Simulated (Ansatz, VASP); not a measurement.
Two plane-wave programs on Pt

INCAR

```
SYSTEM = Pt
PREC = Accurate ; ENCUT = 520
EDIFF = 1E-6 ; ISMEAR = 1
SIGMA = 0.1 ; LREAL = .False.
LASPH = .True. ; NELM = 60
ALGO = Normal ; ISIF = 2
LWAVE = .False. ; LCHARG = .False.
LDIPOL = .True. ; IDIPOL = 3
DIPOL = 0.5 0.5 0.500 ; GGA = PS
NBANDS = 44
```

The input KPOINTS:

```
regular mesh
0
Gamma
  11 11 1
  0 0 0
```

File POSCAR:

```
Pt
1.0
    2.7701466030      0.0000000000      0.0000000000
    1.3850733010      2.3990173300      0.0000000000
    0.0000000000      0.0000000000     29.5708913780
Pt
7
Direct
    0.0000000000      0.0000000000      0.2705363155
    0.3333333333      0.3333333333      0.3470242103
    0.6666666667      0.6666666667      0.4235121052
    0.0000000000      0.0000000000      0.5000000000
    0.3333333333      0.3333333333      0.5764878948
    0.6666666667      0.6666666667      0.6529757897
    0.0000000000      0.0000000000      0.7294636845
```

Input for Ansatz:

```yaml
crystal:
  lattice:
    - [2.770146603, 0.0, 0.0]
    - [1.385073301, 2.39901733, 0.0]
    - [0.0, 0.0, 29.570891378]
  atoms:
    - { symbol: Pt, position: [0.0, 0.0, 0.2705363155] }
    - { symbol: Pt, position: [0.3333333333, 0.3333333333, 0.3470242103] }
    - { symbol: Pt, position: [0.6666666667, 0.6666666667, 0.4235121052] }
    - { symbol: Pt, position: [0.0, 0.0, 0.5] }
    - { symbol: Pt, position: [0.3333333333, 0.3333333333, 0.5764878948] }
    - { symbol: Pt, position: [0.6666666667, 0.6666666667, 0.6529757897] }
    - { symbol: Pt, position: [0.0, 0.0, 0.7294636845] }
kpoints:
  mp_grid: { grid: [11, 11, 1] }
scf:
  occupations: { method: cold, width: 0.1 }
hamiltonian:
  xc: pbesol
  pseudopotentials: { kind: paw, azcp: { folder: soft_1 } }
output:
  forces: true
  stress: false
  populations: false
efield:
  axis: 3
  dipole_correction: true
```

Alike in both runs: task single point; functional PBEsol; k mesh 11 × 11 × 1; no spin polarisation.

|  | VASP | Ansatz |
| --- | --- | --- |
| version | VASP 6.6.1 | Ansatz 0.2.0 |
| potentials or method | VASP PAW PBE potentials, release 64 (Pt) | plane-wave PAW, scalar-relativistic |
| plane-wave cutoff (eV) | 520 | 420 |
| occupations | methfessel-paxton of order 1, width 0.1 eV | cold, width 0.1 eV |
| valence electrons in the cell | 70 | 126 |

|  | VASP | Ansatz | Ansatz less VASP |
| --- | --- | --- | --- |
| rms of the force components (eV/Å) | 0.058 | 0.057 | -0.0006 |

VASP's potentials were made for PBE, not for PBEsol, and Ansatz warns of the same on its side. Atom by atom the forces differ by 0.005 eV/Å (rms over components). VASP's potentials hold 70 valence electrons a cell and Ansatz's 126, so a difference there can come from the potentials and not from the codes.

Spin-orbit coupling is off throughout.
